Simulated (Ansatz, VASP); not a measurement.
# Rh in VASP and in Ansatz

```xyz
2
Lattice="0.0000 -1.9016 -1.9016 0.0000 1.9016 -1.9016 3.8031 0.0000 0.0000" Properties=species:S:1:pos:R:3 pbc="T T T"
Rh    2.0515    0.0000   -1.9016
Rh   -0.1500    0.0000    0.0000
```

Change from the starting cell: mode 6 (233.9 1/cm) frozen in, largest displacement -0.150 Å.

Alike in both runs: task single point; functional PBE; k mesh 18 × 18 × 12; occupations gaussian, width 0.15 eV; no spin polarisation.

|  | VASP | Ansatz |
| --- | --- | --- |
| version | VASP 6.6.1 | Ansatz 0.2.0 |
| potentials or method | VASP PAW PBE potentials, release 64 (Rh_pv), cutoff 520 eV | scalar-relativistic, plane waves, PAW |
| valence electrons in the cell | 30 | 34 |

Ansatz gave:

| Property | Result |
| --- | --- |
| gap on the k mesh at the Fermi level (eV) | none |
| pressure (GPa) | 19.1 |
| traceless stress, the component that is largest in VASP (GPa) | -0.65 |
| rms of the force components (eV/Å) | 2.047 |

Which values does VASP return?

gap on the k mesh at the Fermi level (eV): none; pressure (GPa): 19.3; traceless stress, the component that is largest in VASP (GPa): -0.64; rms of the force components (eV/Å): 2.061.

Atom by atom the forces differ by 0.014 eV/Å (rms over components). A gap of «none» marks a metal or a gap that the smearing closes. VASP's potentials hold 30 valence electrons a cell and Ansatz's 34, so a difference there can come from the potentials and not from the codes.
